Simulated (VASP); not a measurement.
# Ir (R-3m) in VASP: single point with PBEsol

Aim: the single point of Ir with PBEsol.

All numbers are computed with VASP 6.6.1; they aren't measurements. Logs are shortened: lines on timing, memory, paths and dates and some standing lists are left out, and cuts for length are marked.

### Step 1. The cell of the first run

The structure is trigonal, space group R-3m (No. 166). The conventional cell has a = 2.810 Å, b = 2.810 Å, c = 7.082 Å, α = 90.00°, β = 90.00°, γ = 120.00°. Within 3.7 Å of Ir (site symmetry -3m) lie 12 Ir at 2.81 to 2.86 Å.

### Step 2. Single point, PBEsol (strained)

INCAR

```
SYSTEM = Ir
PREC     = Accurate       ! precision mode
ENCUT    = 520            ! plane-wave cutoff, eV
EDIFF    = 1E-6           ! SCF threshold, eV
ISMEAR   = 0              ! smearing method
SIGMA    = 0.1            ! smearing width, eV
LREAL    = .FALSE.        ! projectors in reciprocal space
LASPH    = .TRUE.         ! aspherical terms in the spheres
NELM     = 100            ! most SCF steps
ALGO     = Fast           ! electronic algorithm
ISIF     = 2              ! what is computed and relaxed
LWAVE    = .FALSE.        ! write WAVECAR
LCHARG   = .FALSE.        ! write CHGCAR
GGA      = PS             ! functional
NBANDS   = 10             ! bands
ISYM     = 0
```

KPOINTS

```
Automatic mesh
0
G
  16 15 15
  0 0 0
```

POSCAR

```
Ir
1.0
   -0.0383940000      2.0250723330      2.0250723330
    1.9866783330      0.0000000000      1.9866783330
    1.9866783330      1.9866783330      0.0000000000
Ir
1
Direct
    0.0000000000      0.0000000000      0.0000000000
```

Potentials or basis: VASP PAW PBE potentials, release 64 (Ir).

The run is started by

```console
cat potpaw_PBE.64/Ir/POTCAR > POTCAR
mpirun -np 1 vasp_std > vasp.out
```

OUTCAR:

```text
SYSTEM = Ir
   PREC = Accurate
   ENCUT = 520
   EDIFF = 1E-6
   ISMEAR = 0
   LREAL = .FALSE.
   LASPH = .TRUE.
   NELM = 100
   ISIF = 2
   GGA = PS
   ISYM = 0

 ion  position               nearest neighbor table
   1  0.000  0.000  0.000-

IMPORTANT INFORMATION: All symmetrisations will be switched off!
NOSYMM: (Re-)initialisation of all symmetry stuff for point group C_1.

----------------------------------------------------------------------------------------

                                     Primitive cell

  volume of cell :      16.1370

  direct lattice vectors                    reciprocal lattice vectors
    -0.038394000  2.025072333  2.025072333    -0.244586167  0.244586167  0.244586167
     1.986678333  0.000000000  1.986678333     0.249312972 -0.249312972  0.254039777
     1.986678333  1.986678333  0.000000000     0.249312972  0.254039777 -0.249312972

  length of vectors
     2.864142107  2.809587443  2.809587443     0.423635668  0.434568895  0.434568895

  position of ions in fractional coordinates (direct lattice)
     0.000000000  0.000000000  0.000000000

  ion indices of the primitive-cell ions
   primitive index   ion index
                 1           1

----------------------------------------------------------------------------------------

 KPOINTS: Automatic mesh

Automatic generation of k-mesh.
 Grid dimensions read from file:
 generate k-points for:   16   15   15

 Generating k-lattice:

  Cartesian coordinates                     Fractional coordinates (reciprocal lattice)
    -0.015286635  0.015286635  0.015286635     0.062500000  0.000000000  0.000000000
     0.016620865 -0.016620865  0.016935985     0.000000000  0.066666667  0.000000000
     0.016620865  0.016935985 -0.016620865     0.000000000  0.000000000  0.066666667

  Length of vectors
     0.026477229  0.028971260  0.028971260

  Shift w.r.t. Gamma in fractional coordinates (k-lattice)
     0.000000000  0.000000000  0.000000000

 -----------------------------------------------------------------------------
|                                                                             |
|           W    W    AA    RRRRR   N    N  II  N    N   GGGG   !!!           |
|           W    W   A  A   R    R  NN   N  II  NN   N  G    G  !!!           |
|           W    W  A    A  R    R  N N  N  II  N N  N  G       !!!           |
|           W WW W  AAAAAA  RRRRR   N  N N  II  N  N N  G  GGG   !            |
|           WW  WW  A    A  R   R   N   NN  II  N   NN  G    G                |
|           W    W  A    A  R    R  N    N  II  N    N   GGGG   !!!           |
|                                                                             |
|     Your reciprocal lattice and k-lattice belong to different lattice       |
|     classes:                                                                |
|                                                                             |
|        The reciprocal lattice is rhombohedral (trigonal),                   |
|        whereas your k-lattice is base-centered monoclinic.                  |
|                                                                             |
|     Results are often still useful ...                                      |
|                                                                             |
 -----------------------------------------------------------------------------

 WARNING: IBZKPT: internal override: KBLOWUP is changed to .FALSE.
      ... skipping the blow-up phase ...

 Subroutine IBZKPT returns following result:
 ===========================================

 Found   1801 irreducible k-points:

 Following reciprocal coordinates:
            Coordinates               Weight
  0.000000  0.000000  0.000000      1.000000
  0.062500  0.000000  0.000000      2.000000
  0.125000  0.000000  0.000000      2.000000
  0.187500  0.000000  0.000000      2.000000
  0.250000  0.000000  0.000000      2.000000
  0.312500  0.000000  0.000000      2.000000
[... 16 lines left out ...]
 -0.187500  0.066667  0.000000      2.000000
 -0.125000  0.066667  0.000000      2.000000
 [... further k-points ...]
   k-points           NKPTS =   1801   k-points in BZ     NKDIM =   1801   number of bands    NBANDS=     10
   number of dos      NEDOS =    301   number of ions     NIONS =      1
   total plane-waves  NPLWV =  13824
   dimension x,y,z NGX =    24 NGY =   24 NGZ =   24
   dimension x,y,z NGXF=    48 NGYF=   48 NGZF=   48
   ions per type =               1
   NGX,Y,Z   is equivalent  to a cutoff of  13.93, 14.20, 14.20 a.u.
   NGXF,Y,Z  is equivalent  to a cutoff of  27.86, 28.40, 28.40 a.u.
 SYSTEM =  Ir
   PREC   = accura    normal or accurate (medium, high low for compatibility)
   ISTART =      0    job   : 0-new  1-cont  2-samecut
   ICHARG =      2    charge: 1-file 2-atom 10-const
   ISPIN  =      1    spin polarized calculation?
   LNONCOLLINEAR =      F non collinear calculations
   LSORBIT =      F    spin-orbit coupling
   LASPH  =      T    aspherical Exc in radial PAW
   ENCUT  =  520.0 eV  38.22 Ry    6.18 a.u.   5.33  5.22  5.22*2*pi/ulx,y,z
   NELM   =    100;   NELMIN=  2; NELMDL= -5     # of ELM steps
   EDIFF  = 0.1E-05   stopping-criterion for ELM
   LREAL  =      F    real-space projection
   EDIFFG = 0.1E-04   stopping-criterion for IOM
   NSW    =      0    number of steps for IOM
   IBRION =     -1    ionic relax: 0-MD 1-quasi-New 2-CG
   NFREE  =      0    steps in history (QN), initial steepest desc. (CG)
   ISIF   =      2    stress and relaxation
   ISYM   =      0    0-nonsym 1-usesym 2-fastsym
   POTIM  = 0.5000    time-step for ionic-motion
   TEBEG  =    0.0;   TEEND  =   0.0 temperature during run
   PSTRESS=    0.0 pullay stress
   NELECT =       9.0000    total number of electrons
   NUPDOWN=      -1.0000    fix difference up-down
   EMIN   =  10.00;   EMAX   =-10.00  energy-range for DOS
   EFERMI =   0.00;   METHOD = LEGACY
   ISMEAR =     0;   SIGMA  =   0.10  broadening in eV -4-tet -1-fermi 0-gaus
   EFERMI_NEDOS =   21; number of points for ismear=-14 and -15
   IALGO  =     68    algorithm
   IMIX   =      4    mixing-type and parameters
     AMIX     =   0.40;   BMIX     =  1.00
     AMIX_MAG =   1.60;   BMIX_MAG =  1.00
  volume/ion in A,a.u.               =      16.14       108.90
  Fermi-wavevector in a.u.,A,eV,Ry     =   1.347559  2.546518 24.707043  1.815916
  Thomas-Fermi vector in A             =   2.475300
   LORBIT       =      0    0 simple, 1 ext, 2 COOP (PROOUT), +10 PAW based schemes
   GGA     = PS    functional components
   LHFCALC =     F    Hartree Fock is set to
   AEXX    =    0.0000 exact exchange contribution
   IVDW    =     0    specifies the selected vdW correction
   LEPSILON=     F    determine dielectric tensor
   LRPA    =     F    only Hartree local field effects (RPA)
 non-spin polarized calculation
 RMM-DIIS sequential band-by-band and
 Gauss-broadening in eV      SIGMA  =   0.10
  energy-cutoff  :      520.00
  volume of cell :       16.14
 maximum number of plane-waves:       447
 NGX is ok and might be reduce to    24
   NGX = 11   NGY = 11   NGZ = 11

 number of electron       9.0000000 magnetization

 Free energy of the ion-electron system (eV)
  ---------------------------------------------------
  ext. energy  EPLUGINS =         0.00000000
  ---------------------------------------------------
  free energy    TOTEN  =        -9.54040109 eV

  energy without entropy =       -9.53410966  energy(sigma->0) =       -9.53725538

 E-fermi :   8.0942     XC(G=0): -13.3388

 val. band max:        8.0892549342   @ k =   0.0625   0.3333   0.0000
 cond. band min:       8.0944657267   @ k =  -0.2500  -0.1333   0.0667
 fundamental gap:      0.0052107925
 Fermi energy:         8.0942410713

 k-point     1 :       0.0000    0.0000    0.0000
  band No.  band energies     occupation
      1      -1.7217      2.00000
      2       4.6674      2.00000
      3       5.0156      2.00000
      4       5.0156      2.00000
      5       7.1194      2.00000
      6       7.1218      2.00000
      7      22.5819      0.00000
      8      26.8359      0.00000
      9      27.7167      0.00000
     10      27.7171      0.00000

 k-point     2 :       0.0625    0.0000    0.0000
  band No.  band energies     occupation
      1      -1.5777      2.00000
      2       4.6080      2.00000
      3       5.0635      2.00000
      4       5.0636      2.00000
      5       7.0982      2.00000
      6       7.1006      2.00000
      7      22.7904      0.00000
      8      26.0703      0.00000
      9      27.9385      0.00000
     10      27.9389      0.00000

 k-point     3 :       0.1250    0.0000    0.0000
  band No.  band energies     occupation
      1      -1.1625      2.00000
      2       4.4630      2.00000
      3       5.1785      2.00000
      4       5.1787      2.00000
      5       7.0703      2.00000
      6       7.0729      2.00000
      7      23.2864      0.00000
      8      24.5666      0.00000
      9      28.5765      0.00000
     10      28.5768      0.00000

 k-point     4 :       0.1875    0.0000    0.0000
  band No.  band energies     occupation
      1      -0.5348      2.00000
      2       4.3293      2.00000
      3       5.2747      2.00000
      4       5.2750      2.00000
      5       7.1355      2.00000
      6       7.1381      2.00000
      7      22.5418      0.00000
      8      24.1198      0.00000
      9      29.5349      0.00000
     10      29.5351      0.00000
[... 222 lines left out ...]
 k-point    22 :      -0.2500    0.0667    0.0000
  band No.  band energies     occupation
      1       0.5619      2.00000
      2       4.3382      2.00000
      3       5.1893      2.00000
      4       5.3502      2.00000
      5       7.1550      2.00000
      6       7.9668      1.92846
      7      19.9657      0.00000
      8      24.2015      0.00000
      9      28.3601      0.00000
     10      30.0261      0.00000

 k-point    23 :      -0.1875    0.0667    0.0000
  band No.  band energies     occupation
      1      -0.1324      2.00000
      2       4.2269      2.00000
      3       5.2722      2.00000
      4       5.4041      2.00000
      5       6.8511      2.00000
      6       7.5502      2.00000
      7      21.9913      0.00000
      8      24.4046      0.00000
      9      28.4083      0.00000
     10      30.1681      0.00000

 k-point    24 :      -0.1250    0.0667    0.0000
  band No.  band energies     occupation
      1      -0.8081      2.00000
      2       4.3553      2.00000
      3       5.2337      2.00000
      4       5.3128      2.00000
      5       6.8105      2.00000
      6       7.2922      2.00000
      7      23.5043      0.00000
      8      24.2228      0.00000
      9      27.8316      0.00000
     10      29.6384      0.00000

 [... further k-points ...]

------------------------ aborting loop because EDIFF is reached ----------------------------------------

  FORCE on cell =-STRESS in cart. coord.  units (eV):
  Direction    XX          YY          ZZ          XY          YZ          ZX
  --------------------------------------------------------------------------------------
  -------------------------------------------------------------------------------------
  Total       -3.6785579     -3.6746214     -3.6746135      0.3064281     -0.3034893      0.3064577
  in kB     -365.2287520   -364.8379078   -364.8371255     30.4239776    -30.1321953     30.4269166
  external PRESSURE =    -364.9679284 kB  Pullay stress =       0.0000000 kB

 VOLUME and BASIS-vectors are now :
 -----------------------------------------------------------------------------
  energy-cutoff  :      520.00
  volume of cell :       16.14
      direct lattice vectors                 reciprocal lattice vectors
    -0.038394000  2.025072333  2.025072333    -0.244586167  0.244586167  0.244586167
     1.986678333  0.000000000  1.986678333     0.249312972 -0.249312972  0.254039777
     1.986678333  1.986678333  0.000000000     0.249312972  0.254039777 -0.249312972

 POSITION                                       TOTAL-FORCE (eV/Angst)
 -----------------------------------------------------------------------------------
      0.00000      0.00000      0.00000        -0.000003      0.000000     -0.000000
 -----------------------------------------------------------------------------------
    total drift:                               -0.000003      0.000000     -0.000000

  FREE ENERGIE OF THE ION-ELECTRON SYSTEM (eV)
  ---------------------------------------------------
  free  energy   TOTEN  =        -9.5404010932 eV

  energy  without entropy=       -9.5341096593  energy(sigma->0) =       -9.53725538
```

It took 3.2 min on 1 thread of Intel Xeon Platinum 8259CL at 2.50GHz (Skylake/Cascade Lake), shared host; peak memory 0.41 GiB.

What came out:

| Item | Value |
| --- | --- |
| Free energy | -9.5404 eV |
| Pressure | -36.5 GPa |
| Band gap on the k mesh | zero (an odd number of electrons rules out a gap without spin polarisation) |

Stress tensor (GPa, compression positive):
```
-36.52   3.04   3.04
  3.04 -36.48  -3.01
  3.04  -3.01 -36.48
```

Levels at points of the mesh, in eV from the Fermi level:
```
           k point  band 2  band 3  band 4  band 5  band 6  band 7
(0.00, 0.00, 0.00)   -3.43   -3.08   -3.08   -0.97   -0.97   14.49
(0.50, 0.00, 0.00)   -3.21   -3.21   -0.68    0.63    0.63    5.60
```

Caveat: the cell differs from its parent crystal (strained); the cell stands under tension; the PAW data sets were made with another functional, which shifts forces and pressure a little; spin-orbit coupling is left out, which moves the levels of the heavy elements.
